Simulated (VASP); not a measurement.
A run of VASP 6.6.1:

INCAR

```
  PREC = Accurate
  ENCUT = 520
  EDIFF = 1E-6
  ISMEAR = -1
  SIGMA = 0.03
  LREAL = F
  LASPH = T
  NELM = 100
  ALGO = Normal
  ISIF = 2
  LWAVE = F
  LCHARG = F
  GGA = PE
  NBANDS = 14
```

The input KPOINTS:

```
Automatic mesh
0
Gamma
  7 7 7
```

Contents of POSCAR:

```
NaCl
1.0
    0.0000000000      2.8317500000      2.8317500000
    2.8317500000      0.0000000000      2.8317500000
    2.8317500000      2.8317500000      0.0000000000
Na Cl
1 1
Direct
    0.0000000000      0.0000000000      0.0000000000
    0.5050972014      0.5050972014      0.5050972014
```

Potentials or basis: VASP PAW PBE potentials, release 64 (Na_pv, Cl).

Command:

```sh
$ cat potpaw_PBE.64/Na_pv/POTCAR potpaw_PBE.64/Cl/POTCAR > POTCAR
$ mpirun -np 1 vasp_std > vasp.out
```

Hardware: 1 thread of AMD EPYC 7R43 64-Core Processor (Zen 3), on a shared host.

How long does it take, and how much memory?

Wall time 19 s on 1 thread of AMD EPYC 7R43 64-Core Processor (Zen 3) (shared host), peak memory 0.14 GiB. Counts: scf iterations 12, k points 44.
